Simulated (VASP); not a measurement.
# SrTiO3 (Pm-3m) in VASP: single point with HSE06

Aim: the single point of SrTiO3 with HSE06.

All numbers are computed with VASP 6.6.1; they aren't measurements. Logs are shortened: lines on timing, memory, paths and dates and some standing lists are left out, and cuts for length are marked.

### 1 The cell of the first run

Symmetry: Pm-3m, No. 221, cubic system. The conventional cell has a = 3.956 Å, b = 3.956 Å, c = 3.956 Å, α = 90.00°, β = 90.00°, γ = 90.00°. Sr (site symmetry m-3m) has 12 O at 2.80 Å and 8 Ti at 3.43 Å within 3.7 Å. Ti (site symmetry m-3m) has 6 O at 1.98 Å within 2.6 Å. Within 2.6 Å of O (site symmetry 4/mmm) lie 2 Ti at 1.98 Å.

### 2 Single point, HSE06 (12.39 Å³/atom)

Input file POSCAR:

```
SrTiO3
1.0
    3.9563874719      0.0000000000      0.0000000000
    0.0000000000      3.9563874719      0.0000000000
    0.0000000000      0.0000000000      3.9563874719
Sr Ti O
1 1 3
Direct
    0.5000000000      0.5000000000      0.5000000000
    0.0000000000      0.0000000000      0.0000000000
    0.5000000000      0.0000000000      0.0000000000
    0.0000000000      0.5000000000      0.0000000000
    0.0000000000      0.0000000000      0.5000000000
```

Input file INCAR.step1:

```
SYSTEM = SrTiO3
PREC = Accurate
ENCUT = 520
EDIFF = 1E-5
ISMEAR = 0
SIGMA = 0.01
LREAL = .FALSE.
LASPH = .TRUE.
NELM = 100
ALGO = Normal
ISIF = 2
LWAVE = .TRUE.
LCHARG = .FALSE.
NBANDS = 28
GGA = PE
```

Input file INCAR.step2:

```
SYSTEM = SrTiO3
PREC = Accurate
ENCUT = 520
EDIFF = 1E-6
ISMEAR = 0
SIGMA = 0.01
LREAL = .FALSE.
LASPH = .TRUE.
NELM = 100
ALGO = Normal
ISIF = 2
LWAVE = .FALSE.
LCHARG = .FALSE.
GGA = PE
LHFCALC = .TRUE.
HFSCREEN = 0.2079
PRECFOCK = Fast
NBANDS = 28
ISTART = 1
```

Input file KPOINTS:

```
Automatic mesh
0
G
  4 4 4
  0 0 0
```

Potentials or basis: VASP PAW PBE potentials, release 64 (Sr_sv, Ti_sv, O).

Started as:

```sh
> cat potpaw_PBE.64/Sr_sv/POTCAR potpaw_PBE.64/Ti_sv/POTCAR potpaw_PBE.64/O/POTCAR > POTCAR
> cp INCAR.step1 INCAR
> mpirun -np 1 vasp_std > vasp.out
> cp INCAR.step2 INCAR
> mpirun -np 1 vasp_std > vasp.out
```

OUTCAR:

```text
SYSTEM = SrTiO3
   PREC = Accurate
   ENCUT = 520
   EDIFF = 1E-6
   ISMEAR = 0
   LREAL = .FALSE.
   LASPH = .TRUE.
   NELM = 100
   ISIF = 2
   GGA = PE
   LHFCALC = .TRUE.
   HFSCREEN = 0.2079
   PRECFOCK = Fast
   ISTART = 1

 ion  position               nearest neighbor table
   1  0.500  0.500  0.500-   3 2.80   4 2.80   5 2.80   3 2.80   4 2.80   3 2.80   5 2.80   3 2.80
                             4 2.80   5 2.80   4 2.80   5 2.80   2 3.43   2 3.43   2 3.43   2 3.43
   2  0.000  0.000  0.000-   3 1.98   4 1.98   5 1.98   5 1.98   4 1.98   3 1.98   1 3.43   1 3.43
                             1 3.43   1 3.43   1 3.43   1 3.43   1 3.43   1 3.43
   3  0.500  0.000  0.000-   2 1.98   2 1.98   1 2.80   1 2.80   1 2.80   1 2.80
   4  0.000  0.500  0.000-   2 1.98   2 1.98   1 2.80   1 2.80   1 2.80   1 2.80
   5  0.000  0.000  0.500-   2 1.98   2 1.98   1 2.80   1 2.80   1 2.80   1 2.80

  LATTYP: Found a simple cubic cell.
 ALAT       =     3.9563874719

  Lattice vectors:

 A1 = (   3.9563874719,   0.0000000000,   0.0000000000)
 A2 = (   0.0000000000,   3.9563874719,   0.0000000000)
 A3 = (   0.0000000000,   0.0000000000,   3.9563874719)

Analysis of symmetry for initial positions (statically):
=====================================================================
 Subroutine PRICEL returns:
 Original cell was already a primitive cell.

 Routine SETGRP: Setting up the symmetry group for a
 simple cubic supercell.

 Subroutine GETGRP returns: Found 48 space group operations
 (whereof 48 operations were pure point group operations)
 out of a pool of 48 trial point group operations.

The static configuration has the point symmetry O_h .

Analysis of symmetry for dynamics (positions and initial velocities):
=====================================================================
 Subroutine PRICEL returns:
 Original cell was already a primitive cell.

 Routine SETGRP: Setting up the symmetry group for a
 simple cubic supercell.

 Subroutine GETGRP returns: Found 48 space group operations
 (whereof 48 operations were pure point group operations)
 out of a pool of 48 trial point group operations.

The dynamic configuration has the point symmetry O_h .

 Subroutine INISYM returns: Found 48 space group operations
 (whereof 48 operations are pure point group operations),
 and found     1 'primitive' translations

----------------------------------------------------------------------------------------

                                     Primitive cell

  volume of cell :      61.9293

  direct lattice vectors                    reciprocal lattice vectors
     3.956387472  0.000000000  0.000000000     0.252755830  0.000000000  0.000000000
     0.000000000  3.956387472  0.000000000     0.000000000  0.252755830  0.000000000
     0.000000000  0.000000000  3.956387472     0.000000000  0.000000000  0.252755830

  length of vectors
     3.956387472  3.956387472  3.956387472     0.252755830  0.252755830  0.252755830

  position of ions in fractional coordinates (direct lattice)
     0.500000000  0.500000000  0.500000000
     0.000000000  0.000000000  0.000000000
     0.500000000  0.000000000  0.000000000
     0.000000000  0.500000000  0.000000000
     0.000000000  0.000000000  0.500000000

  ion indices of the primitive-cell ions
   primitive index   ion index
                 1           1
                 2           2
                 3           3
                 4           4
                 5           5

----------------------------------------------------------------------------------------

 KPOINTS: Automatic mesh

Automatic generation of k-mesh.
 Grid dimensions read from file:
 generate k-points for:    4    4    4

 Generating k-lattice:

  Cartesian coordinates                     Fractional coordinates (reciprocal lattice)
     0.063188958  0.000000000  0.000000000     0.250000000  0.000000000  0.000000000
     0.000000000  0.063188958  0.000000000     0.000000000  0.250000000  0.000000000
     0.000000000  0.000000000  0.063188958     0.000000000  0.000000000  0.250000000

  Length of vectors
     0.063188958  0.063188958  0.063188958

  Shift w.r.t. Gamma in fractional coordinates (k-lattice)
     0.000000000  0.000000000  0.000000000

 Subroutine IBZKPT returns following result:
 ===========================================

 Found     10 irreducible k-points:

 Following reciprocal coordinates:
            Coordinates               Weight
  0.000000  0.000000  0.000000      1.000000
  0.250000  0.000000  0.000000      6.000000
  0.500000  0.000000  0.000000      3.000000
  0.250000  0.250000  0.000000     12.000000
  0.500000  0.250000  0.000000     12.000000
  0.500000  0.500000  0.000000      3.000000
  0.250000  0.250000  0.250000      8.000000
  0.500000  0.250000  0.250000     12.000000
  0.500000  0.500000  0.250000      6.000000
  0.500000  0.500000  0.500000      1.000000
   k-points           NKPTS =     10   k-points in BZ     NKDIM =     64   number of bands    NBANDS=     28
   number of dos      NEDOS =    301   number of ions     NIONS =      5
   total plane-waves  NPLWV =  27000
   dimension x,y,z NGX =    30 NGY =   30 NGZ =   30
   dimension x,y,z NGXF=    60 NGYF=   60 NGZF=   60
   ions per type =               1   1   3
   NGX,Y,Z   is equivalent  to a cutoff of  12.61, 12.61, 12.61 a.u.
   NGXF,Y,Z  is equivalent  to a cutoff of  25.21, 25.21, 25.21 a.u.
 SYSTEM =  SrTiO3
   PREC   = accura    normal or accurate (medium, high low for compatibility)
   ISTART =      1    job   : 0-new  1-cont  2-samecut
   ICHARG =      0    charge: 1-file 2-atom 10-const
   ISPIN  =      1    spin polarized calculation?
   LNONCOLLINEAR =      F non collinear calculations
   LSORBIT =      F    spin-orbit coupling
   LASPH  =      T    aspherical Exc in radial PAW
   ENCUT  =  520.0 eV  38.22 Ry    6.18 a.u.   7.36  7.36  7.36*2*pi/ulx,y,z
   NELM   =    100;   NELMIN=  2; NELMDL=  0     # of ELM steps
   EDIFF  = 0.1E-05   stopping-criterion for ELM
   LREAL  =      F    real-space projection
   EDIFFG = 0.1E-04   stopping-criterion for IOM
   NSW    =      0    number of steps for IOM
   IBRION =     -1    ionic relax: 0-MD 1-quasi-New 2-CG
   NFREE  =      0    steps in history (QN), initial steepest desc. (CG)
   ISIF   =      2    stress and relaxation
   ISYM   =      3    0-nonsym 1-usesym 2-fastsym
   POTIM  = 0.5000    time-step for ionic-motion
   TEBEG  =    0.0;   TEEND  =   0.0 temperature during run
   PSTRESS=    0.0 pullay stress
   NELECT =      40.0000    total number of electrons
   NUPDOWN=      -1.0000    fix difference up-down
   EMIN   =  10.00;   EMAX   =-10.00  energy-range for DOS
   EFERMI =   0.00;   METHOD = LEGACY
   ISMEAR =     0;   SIGMA  =   0.01  broadening in eV -4-tet -1-fermi 0-gaus
   EFERMI_NEDOS =   21; number of points for ismear=-14 and -15
   IALGO  =     38    algorithm
   IMIX   =      1    mixing-type and parameters
     AMIX     =   0.40;   BMIX     =  1.00
     AMIX_MAG =   1.60;   BMIX_MAG =  1.00
  volume/ion in A,a.u.               =      12.39        83.58
  Fermi-wavevector in a.u.,A,eV,Ry     =   1.415129  2.674206 27.246890  2.002590
  Thomas-Fermi vector in A             =   2.536599
   LORBIT       =      0    0 simple, 1 ext, 2 COOP (PROOUT), +10 PAW based schemes
   GGA     = PE    functional components
   LHFCALC =     T    Hartree Fock is set to
   PRECFOCK=fast      Normal, Fast or Accurate (Low or Medium for compatibility)
   ENCUT4O =  -1.0   cutoff for four orbital integrals eV
   NKREDX  =     1    reduce k-point grid by
   NKREDY  =     1    reduce k-point grid by
   NKREDZ  =     1    reduce k-point grid by
   AEXX    =    0.2500 exact exchange contribution
   HFSCREEN=    0.2079 screening length (either q_TF or 0.3 A-1)
   HFSCREENC=   0.2079 screening length for correlation (either q_TF or 0.3 A-1)
   ENCUTFOCK=  -1.0 apply spherical cutoff to Coloumb kernel
   IVDW    =     0    specifies the selected vdW correction
   LEPSILON=     F    determine dielectric tensor
   LRPA    =     F    only Hartree local field effects (RPA)
 non-spin polarized calculation
 Gauss-broadening in eV      SIGMA  =   0.01
  energy-cutoff  :      520.00
  volume of cell :       61.93
 maximum number of plane-waves:      1743
 NGX is ok and might be reduce to    30
  NGX = 16; NGY = 16; NGZ = 16

 number of electron      39.9999983 magnetization

 Free energy of the ion-electron system (eV)
  ---------------------------------------------------
  ext. energy  EPLUGINS =         0.00000000
  ---------------------------------------------------
  free energy    TOTEN  =       -48.55240095 eV

  energy without entropy =      -48.55240095  energy(sigma->0) =      -48.55240095

 E-fermi :   2.9781     XC(G=0):  -9.0923

 val. band max:        2.8384589842   @ k =   0.5000   0.5000   0.5000
 cond. band min:       6.0284091778   @ k =   0.0000   0.0000   0.0000
 fundamental gap:      3.1899501936
 Fermi energy:         2.9780832418

 k-point     1 :       0.0000    0.0000    0.0000
  band No.  band energies     occupation
      1     -58.2015      2.00000
      2     -32.7555      2.00000
      3     -32.7555      2.00000
      4     -32.7555      2.00000
      5     -31.9748      2.00000
      6     -16.1302      2.00000
[... 20 lines left out ...]
     27       9.8136      0.00000
     28      10.3085      0.00000

 k-point     2 :       0.2500    0.0000    0.0000
  band No.  band energies     occupation
      1     -58.2009      2.00000
      2     -32.7911      2.00000
      3     -32.7534      2.00000
      4     -32.7534      2.00000
      5     -31.9580      2.00000
      6     -16.1318      2.00000
[... 20 lines left out ...]
     27      10.7528      0.00000
     28      11.7378      0.00000

 k-point     3 :       0.5000    0.0000    0.0000
  band No.  band energies     occupation
      1     -58.2004      2.00000
      2     -32.8259      2.00000
      3     -32.7514      2.00000
      4     -32.7514      2.00000
      5     -31.9419      2.00000
      6     -16.2184      2.00000
[... 182 lines left out ...]
      3     -32.8089      2.00000
      4     -32.7771      2.00000
      5     -31.9282      2.00000
      6     -15.1369      2.00000
[... 20 lines left out ...]
     27      12.4550      0.00000
     28      12.6003      0.00000

 k-point    10 :       0.5000    0.5000    0.5000
  band No.  band energies     occupation
      1     -58.1982      2.00000
      2     -32.8066      2.00000
      3     -32.8066      2.00000
      4     -32.8066      2.00000
      5     -31.9199      2.00000
      6     -14.7866      2.00000
[... 20 lines left out ...]
     27      12.6008      0.00000
     28      12.6008      0.00000

------------------------ aborting loop because EDIFF is reached ----------------------------------------

  FORCE on cell =-STRESS in cart. coord.  units (eV):
  Direction    XX          YY          ZZ          XY          YZ          ZX
  --------------------------------------------------------------------------------------
  -------------------------------------------------------------------------------------
  Total       -2.9537537     -2.9537537     -2.9537537      0.0000000      0.0000000      0.0000000
  in kB      -76.4167219    -76.4167219    -76.4167219      0.0000000      0.0000000      0.0000000
  external PRESSURE =     -76.4167219 kB  Pullay stress =       0.0000000 kB

 VOLUME and BASIS-vectors are now :
 -----------------------------------------------------------------------------
  energy-cutoff  :      520.00
  volume of cell :       61.93
      direct lattice vectors                 reciprocal lattice vectors
     3.956387472  0.000000000  0.000000000     0.252755830  0.000000000  0.000000000
     0.000000000  3.956387472  0.000000000     0.000000000  0.252755830  0.000000000
     0.000000000  0.000000000  3.956387472     0.000000000  0.000000000  0.252755830

 POSITION                                       TOTAL-FORCE (eV/Angst)
 -----------------------------------------------------------------------------------
      1.97819      1.97819      1.97819         0.000000      0.000000      0.000000
      0.00000      0.00000      0.00000         0.000000      0.000000      0.000000
      1.97819      0.00000      0.00000         0.000000      0.000000      0.000000
      0.00000      1.97819      0.00000         0.000000      0.000000      0.000000
      0.00000      0.00000      1.97819         0.000000      0.000000      0.000000
 -----------------------------------------------------------------------------------
    total drift:                                0.000006     -0.000006      0.000000

  FREE ENERGIE OF THE ION-ELECTRON SYSTEM (eV)
  ---------------------------------------------------
  free  energy   TOTEN  =       -48.5524009461 eV

  energy  without entropy=      -48.5524009461  energy(sigma->0) =      -48.55240095
```

Wall time 14 min (1 thread of AMD EPYC 7R13 (Zen 3), shared host); peak memory 0.26 GiB.

Results:

| Quantity | Value |
| --- | --- |
| Free energy | -48.5524 eV |
| Pressure | -7.6 GPa |
| Band gap on the k mesh | 3.19 eV (least direct gap 3.59 eV) |

Caveat: the cell stands under tension; the PAW data sets were made with another functional, which shifts forces and pressure a little. A k mesh can miss the band edges.
